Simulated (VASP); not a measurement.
# Cu3Te (Pm-3m) in VASP: a series of runs

The runs below take Cu3Te through single point, with RPBE, revPBE, LDA.

Program: VASP 6.6.1. These are calculated values, not measurements. Logs are shortened: lines on timing, memory, paths and dates and some standing lists are left out, and cuts for length are marked.

### Step 1. The cell of the first run

Symmetry: Pm-3m, No. 221, cubic system. Conventional cell: a = 3.947 Å, b = 3.947 Å, c = 3.947 Å, α = 90.00°, β = 90.00°, γ = 90.00°. Within 3.7 Å of Cu (site symmetry 4/mmm) lie 8 Cu at 2.79 Å and 4 Te at 2.79 Å. Te (site symmetry m-3m) has 12 Cu at 2.79 Å within 3.7 Å.

### Step 2. Single point, RPBE

INCAR reads:

```
PREC = Accurate
ENCUT = 600
EDIFF = 1E-6
ISMEAR = 1
SIGMA = 0.05
LREAL = False
LASPH = True
NELM = 120
ALGO = Normal
ISIF = 2
LWAVE = False
LCHARG = False
GGA = RP
NBANDS = 28
GGA_COMPAT = False
```

KPOINTS reads:

```
regular mesh
0
Gamma
  5 5 5
```

POSCAR reads:

```
Cu3Te
1.0
    3.9466600000      0.0000000000      0.0000000000
    0.0000000000      3.9466600000      0.0000000000
    0.0000000000      0.0000000000      3.9466600000
Cu Te
3 1
Direct
    0.0000000000      0.5000000000      0.5000000000
    0.5000000000      0.0000000000      0.5000000000
    0.5000000000      0.5000000000      0.0000000000
    0.0000000000      0.0000000000      0.0000000000
```

Potentials or basis: VASP PAW PBE potentials, release 64 (Cu, Te).

Run with:

```bash
> cat potpaw_PBE.64/Cu/POTCAR potpaw_PBE.64/Te/POTCAR > POTCAR
> mpirun -np 1 vasp_std > vasp.out
```

OUTCAR:

```text
PREC = Accurate
   ENCUT = 600
   EDIFF = 1E-6
   ISMEAR = 1
   LREAL = False
   LASPH = True
   NELM = 120
   ISIF = 2
   GGA = RP

 ion  position               nearest neighbor table
   1  0.000  0.500  0.500-   2 2.79   3 2.79   4 2.79   3 2.79   4 2.79   2 2.79   4 2.79   4 2.79
                             2 2.79   3 2.79   3 2.79   2 2.79
   2  0.500  0.000  0.500-   1 2.79   3 2.79   4 2.79   3 2.79   4 2.79   1 2.79   3 2.79   3 2.79
                             1 2.79   4 2.79   4 2.79   1 2.79
   3  0.500  0.500  0.000-   1 2.79   2 2.79   4 2.79   1 2.79   2 2.79   2 2.79   4 2.79   2 2.79
                             1 2.79   4 2.79   1 2.79   4 2.79
   4  0.000  0.000  0.000-   1 2.79   2 2.79   3 2.79   1 2.79   2 2.79   1 2.79   3 2.79   1 2.79
                             2 2.79   3 2.79   2 2.79   3 2.79

  LATTYP: Found a simple cubic cell.
 ALAT       =     3.9466600000

  Lattice vectors:

 A1 = (   3.9466600000,   0.0000000000,   0.0000000000)
 A2 = (   0.0000000000,   3.9466600000,   0.0000000000)
 A3 = (   0.0000000000,   0.0000000000,   3.9466600000)

Analysis of symmetry for initial positions (statically):
=====================================================================
 Subroutine PRICEL returns:
 Original cell was already a primitive cell.

 Routine SETGRP: Setting up the symmetry group for a
 simple cubic supercell.

 Subroutine GETGRP returns: Found 48 space group operations
 (whereof 48 operations were pure point group operations)
 out of a pool of 48 trial point group operations.

The static configuration has the point symmetry O_h .

Analysis of symmetry for dynamics (positions and initial velocities):
=====================================================================
 Subroutine PRICEL returns:
 Original cell was already a primitive cell.

 Routine SETGRP: Setting up the symmetry group for a
 simple cubic supercell.

 Subroutine GETGRP returns: Found 48 space group operations
 (whereof 48 operations were pure point group operations)
 out of a pool of 48 trial point group operations.

The dynamic configuration has the point symmetry O_h .

 Subroutine INISYM returns: Found 48 space group operations
 (whereof 48 operations are pure point group operations),
 and found     1 'primitive' translations

----------------------------------------------------------------------------------------

                                     Primitive cell

  volume of cell :      61.4737

  direct lattice vectors                    reciprocal lattice vectors
     3.946660000  0.000000000  0.000000000     0.253378806  0.000000000  0.000000000
     0.000000000  3.946660000  0.000000000     0.000000000  0.253378806  0.000000000
     0.000000000  0.000000000  3.946660000     0.000000000  0.000000000  0.253378806

  length of vectors
     3.946660000  3.946660000  3.946660000     0.253378806  0.253378806  0.253378806

  position of ions in fractional coordinates (direct lattice)
     0.000000000  0.500000000  0.500000000
     0.500000000  0.000000000  0.500000000
     0.500000000  0.500000000  0.000000000
     0.000000000  0.000000000  0.000000000

  ion indices of the primitive-cell ions
   primitive index   ion index
                 1           1
                 2           2
                 3           3
                 4           4

----------------------------------------------------------------------------------------

 KPOINTS: regular mesh

Automatic generation of k-mesh.
 Grid dimensions read from file:
 generate k-points for:    5    5    5

 Generating k-lattice:

  Cartesian coordinates                     Fractional coordinates (reciprocal lattice)
     0.050675761  0.000000000  0.000000000     0.200000000  0.000000000  0.000000000
     0.000000000  0.050675761  0.000000000     0.000000000  0.200000000  0.000000000
     0.000000000  0.000000000  0.050675761     0.000000000  0.000000000  0.200000000

  Length of vectors
     0.050675761  0.050675761  0.050675761

  Shift w.r.t. Gamma in fractional coordinates (k-lattice)
     0.000000000  0.000000000  0.000000000

 Subroutine IBZKPT returns following result:
 ===========================================

 Found     10 irreducible k-points:

 Following reciprocal coordinates:
            Coordinates               Weight
  0.000000  0.000000  0.000000      1.000000
  0.200000  0.000000  0.000000      6.000000
  0.400000  0.000000  0.000000      6.000000
  0.200000  0.200000  0.000000     12.000000
  0.400000  0.200000  0.000000     24.000000
  0.400000  0.400000  0.000000     12.000000
  0.200000  0.200000  0.200000      8.000000
  0.400000  0.200000  0.200000     24.000000
  0.400000  0.400000  0.200000     24.000000
  0.400000  0.400000  0.400000      8.000000
   k-points           NKPTS =     10   k-points in BZ     NKDIM =     10   number of bands    NBANDS=     28
   number of dos      NEDOS =    301   number of ions     NIONS =      4
   total plane-waves  NPLWV =  32768
   dimension x,y,z NGX =    32 NGY =   32 NGZ =   32
   dimension x,y,z NGXF=    64 NGYF=   64 NGZF=   64
   ions per type =               3   1
   NGX,Y,Z   is equivalent  to a cutoff of  13.48, 13.48, 13.48 a.u.
   NGXF,Y,Z  is equivalent  to a cutoff of  26.96, 26.96, 26.96 a.u.
 SYSTEM =  unknown system
   PREC   = accura    normal or accurate (medium, high low for compatibility)
   ISTART =      0    job   : 0-new  1-cont  2-samecut
   ICHARG =      2    charge: 1-file 2-atom 10-const
   ISPIN  =      1    spin polarized calculation?
   LNONCOLLINEAR =      F non collinear calculations
   LSORBIT =      F    spin-orbit coupling
   LASPH  =      T    aspherical Exc in radial PAW
   ENCUT  =  600.0 eV  44.10 Ry    6.64 a.u.   7.88  7.88  7.88*2*pi/ulx,y,z
   NELM   =    120;   NELMIN=  2; NELMDL= -5     # of ELM steps
   EDIFF  = 0.1E-05   stopping-criterion for ELM
   LREAL  =      F    real-space projection
   EDIFFG = 0.1E-04   stopping-criterion for IOM
   NSW    =      0    number of steps for IOM
   IBRION =     -1    ionic relax: 0-MD 1-quasi-New 2-CG
   NFREE  =      0    steps in history (QN), initial steepest desc. (CG)
   ISIF   =      2    stress and relaxation
   ISYM   =      2    0-nonsym 1-usesym 2-fastsym
   POTIM  = 0.5000    time-step for ionic-motion
   TEBEG  =    0.0;   TEEND  =   0.0 temperature during run
   PSTRESS=    0.0 pullay stress
   NELECT =      39.0000    total number of electrons
   NUPDOWN=      -1.0000    fix difference up-down
   EMIN   =  10.00;   EMAX   =-10.00  energy-range for DOS
   EFERMI =   0.00;   METHOD = LEGACY
   ISMEAR =     1;   SIGMA  =   0.05  broadening in eV -4-tet -1-fermi 0-gaus
   EFERMI_NEDOS =   21; number of points for ismear=-14 and -15
   IALGO  =     38    algorithm
   IMIX   =      4    mixing-type and parameters
     AMIX     =   0.40;   BMIX     =  1.00
     AMIX_MAG =   1.60;   BMIX_MAG =  1.00
  volume/ion in A,a.u.               =      15.37       103.71
  Fermi-wavevector in a.u.,A,eV,Ry     =   1.406695  2.658268 26.923089  1.978791
  Thomas-Fermi vector in A             =   2.529029
   LORBIT       =      0    0 simple, 1 ext, 2 COOP (PROOUT), +10 PAW based schemes
   GGA     = RP    functional components
   LHFCALC =     F    Hartree Fock is set to
   AEXX    =    0.0000 exact exchange contribution
   IVDW    =     0    specifies the selected vdW correction
   LEPSILON=     F    determine dielectric tensor
   LRPA    =     F    only Hartree local field effects (RPA)
 non-spin polarized calculation
 Methfessel and Paxton  Order N= 1 SIGMA  =   0.05
  energy-cutoff  :      600.00
  volume of cell :       61.47
 maximum number of plane-waves:      2103
 NGX is ok and might be reduce to    32
   NGX = 15   NGY = 15   NGZ = 15

 number of electron      39.0000049 magnetization

 Free energy of the ion-electron system (eV)
  ---------------------------------------------------
  ext. energy  EPLUGINS =         0.00000000
  ---------------------------------------------------
  free energy    TOTEN  =       -11.84129706 eV

  energy without entropy =      -11.83929958  energy(sigma->0) =      -11.84063123

 E-fermi :   9.0870     XC(G=0): -11.6891

 val. band max:        9.0729969915   @ k =   0.4000   0.2000   0.2000
 cond. band min:       9.2633063756   @ k =   0.4000   0.2000   0.0000
 fundamental gap:      0.1903093840
 Fermi energy:         9.0869563518

 k-point     1 :       0.0000    0.0000    0.0000
  band No.  band energies     occupation
      1      -4.9333      2.00000
      2       3.9225      2.00000
      3       4.7034      2.00000
      4       4.7034      2.00000
      5       5.0154      2.00000
      6       5.0154      2.00000
[... 20 lines left out ...]
     27      17.5030      0.00000
     28      17.5030      0.00000

 k-point     2 :       0.2000    0.0000    0.0000
  band No.  band energies     occupation
      1      -4.6753      2.00000
      2       2.7886      2.00000
      3       4.3470      2.00000
      4       4.6264      2.00000
      5       4.6264      2.00000
      6       4.8935      2.00000
[... 20 lines left out ...]
     27      17.0823      0.00000
     28      17.0823      0.00000

 k-point     3 :       0.4000    0.0000    0.0000
  band No.  band energies     occupation
      1      -4.1395      2.00000
      2       0.9952      2.00000
      3       4.2815      2.00000
      4       4.2815      2.00000
      5       4.7152      2.00000
      6       5.2029      2.00000
[... 20 lines left out ...]
     27      18.1584      0.00000
     28      18.1584      0.00000

 k-point     4 :       0.2000    0.2000    0.0000
  band No.  band energies     occupation
      1      -4.4291      2.00000
      2       2.7406      2.00000
      3       3.2854      2.00000
      4       4.4359      2.00000
      5       4.6152      2.00000
      6       5.0224      2.00000
[... 144 lines left out ...]
     27      17.5782      0.00000
     28      18.6852      0.00000

 k-point     9 :       0.4000    0.4000    0.2000
  band No.  band energies     occupation
      1      -3.3484      2.00000
      2       2.1277      2.00000
      3       2.3987      2.00000
      4       3.8511      2.00000
      5       4.8478      2.00000
      6       5.2101      2.00000
[... 20 lines left out ...]
     27      19.0103      0.00000
     28      19.2395      0.00000

 k-point    10 :       0.4000    0.4000    0.4000
  band No.  band energies     occupation
      1      -3.0695      2.00000
      2       2.7086      2.00000
      3       3.2212      2.00000
      4       3.2212      2.00000
      5       4.7712      2.00000
      6       4.7712      2.00000
[... 20 lines left out ...]
     27      22.0010      0.00000
     28      22.0011      0.00000

------------------------ aborting loop because EDIFF is reached ----------------------------------------

  FORCE on cell =-STRESS in cart. coord.  units (eV):
  Direction    XX          YY          ZZ          XY          YZ          ZX
  --------------------------------------------------------------------------------------
  -------------------------------------------------------------------------------------
  Total        2.0565070      2.0565070      2.0565070      0.0000000     -0.0000000      0.0000000
  in kB       53.5983772     53.5983772     53.5983772      0.0000000     -0.0000000      0.0000000
  external PRESSURE =      53.5983772 kB  Pullay stress =       0.0000000 kB

 VOLUME and BASIS-vectors are now :
 -----------------------------------------------------------------------------
  energy-cutoff  :      600.00
  volume of cell :       61.47
      direct lattice vectors                 reciprocal lattice vectors
     3.946660000  0.000000000  0.000000000     0.253378806  0.000000000  0.000000000
     0.000000000  3.946660000  0.000000000     0.000000000  0.253378806  0.000000000
     0.000000000  0.000000000  3.946660000     0.000000000  0.000000000  0.253378806

 POSITION                                       TOTAL-FORCE (eV/Angst)
 -----------------------------------------------------------------------------------
      0.00000      1.97333      1.97333         0.000000      0.000000      0.000000
      1.97333      0.00000      1.97333         0.000000      0.000000      0.000000
      1.97333      1.97333      0.00000         0.000000      0.000000      0.000000
      0.00000      0.00000      0.00000         0.000000      0.000000      0.000000
 -----------------------------------------------------------------------------------
    total drift:                                0.000000     -0.000000     -0.000000

  FREE ENERGIE OF THE ION-ELECTRON SYSTEM (eV)
  ---------------------------------------------------
  free  energy   TOTEN  =       -11.8412970574 eV

  energy  without entropy=      -11.8392995816  energy(sigma->0) =      -11.84063123
```

Wall time 14 s (1 thread of Intel Xeon Platinum 8488C (Sapphire Rapids), shared host); peak memory 0.18 GiB.

What came out:

| Quantity | Value |
| --- | --- |
| Free energy | -11.8413 eV |
| Pressure | 5.4 GPa |
| Band gap on the k mesh | zero (an odd number of electrons rules out a gap without spin polarisation) |

Levels at points of the mesh, in eV from the Fermi level:
```tsv
k point	band 17	band 18	band 19	band 20	band 21	band 22	band 23	band 24
(0.00, 0.00, 0.00)	-2.28	-2.28	-2.28	-1.25	2.59	2.59	6.01	6.01
```

Caveat: the cell stands under pressure; the PAW data sets were made with another functional, which shifts forces and pressure a little; spin-orbit coupling is left out, which moves the levels of the heavy elements.

### Step 3. Single point, revPBE

INCAR, as its differences from that of step 2:

```diff
@@ -12,3 +12,3 @@
 LCHARG = False
-GGA = RP
+GGA = RE
 NBANDS = 28
```

KPOINTS reads:

```
Automatic mesh
0
Gamma
  5 5 5
```

POSCAR is that of step 2.

Potentials or basis: VASP PAW PBE potentials, release 64 (Cu, Te).

Run with:

```bash
> cat potpaw_PBE.64/Cu/POTCAR potpaw_PBE.64/Te/POTCAR > POTCAR
> mpirun -np 1 vasp_std > vasp.out
```

Wall time 15 s (1 thread of Intel Xeon Platinum 8488C (Sapphire Rapids), shared host); peak memory 0.18 GiB.

It converged, with:

* Free energy: -12.1737 eV
* Pressure: 4.4 GPa
* Band gap on the k mesh: zero (an odd number of electrons rules out a gap without spin polarisation)

Levels at points of the mesh, in eV from the Fermi level:
```tsv
k point	band 16	band 17	band 18	band 19	band 20	band 21	band 22	band 23	band 24	band 25
(0.00, 0.00, 0.00)	-2.44	-2.28	-2.28	-2.28	-1.26	2.59	2.59	6.01	6.01	6.01
```

Caveat: the cell stands under pressure; the PAW data sets were made with another functional, which shifts forces and pressure a little; spin-orbit coupling is left out, which moves the levels of the heavy elements.

### Step 4. Single point, LDA

INCAR, as its differences from that of step 3:

```diff
@@ -12,3 +12,3 @@
 LCHARG = False
-GGA = RE
+GGA = CA
 NBANDS = 28
```

KPOINTS reads:

```
regular mesh
0
Gamma
  5 5 5
```

POSCAR is that of step 3.

Potentials or basis: VASP PAW LDA potentials, release 64 (Cu, Te).

Run with:

```bash
> cat potpaw_LDA.64/Cu/POTCAR potpaw_LDA.64/Te/POTCAR > POTCAR
> mpirun -np 1 vasp_std > vasp.out
```

Wall time 14 s (1 thread of Intel Xeon Platinum 8488C (Sapphire Rapids), shared host); peak memory 0.16 GiB.

It converged, with:

```yaml
Free_energy: -17.0078 eV
Pressure: -7.6 GPa
Band_gap_on_the_k_mesh: zero (an odd number of electrons rules out a gap without spin polarisation)
```

Levels at points of the mesh, in eV from the Fermi level:
```tsv
k point	band 18	band 19	band 20	band 21	band 22	band 23
(0.00, 0.00, 0.00)	-2.34	-2.34	-1.35	2.56	2.56	5.95
```

Caveat: the cell stands under tension; spin-orbit coupling is left out, which moves the levels of the heavy elements.

### Step 5. Summary

| level | potentials or basis | gap on the mesh (eV) | pressure (GPa) |
| --- | --- | --- | --- |
| RPBE | VASP PAW PBE potentials, release 64 (Cu, Te) | none | 5.4 |
| revPBE | VASP PAW PBE potentials, release 64 (Cu, Te) | none | 4.4 |
| LDA | VASP PAW LDA potentials, release 64 (Cu, Te) | none | -7.6 |

Alike in all rows: task single point; no spin polarisation; cell as given; k mesh 5 × 5 × 5; cutoff (eV) 600; smearing methfessel-paxton 0.05 eV.

Caveats: spin-orbit coupling is left out, which moves the levels of the heavy elements; the cell stands under pressure (at least some runs); the PAW data sets were made with another functional, which shifts forces and pressure a little (at least some runs); the cell stands under tension (at least some runs).

Absolute energies hang on the potentials; compare differences alone.
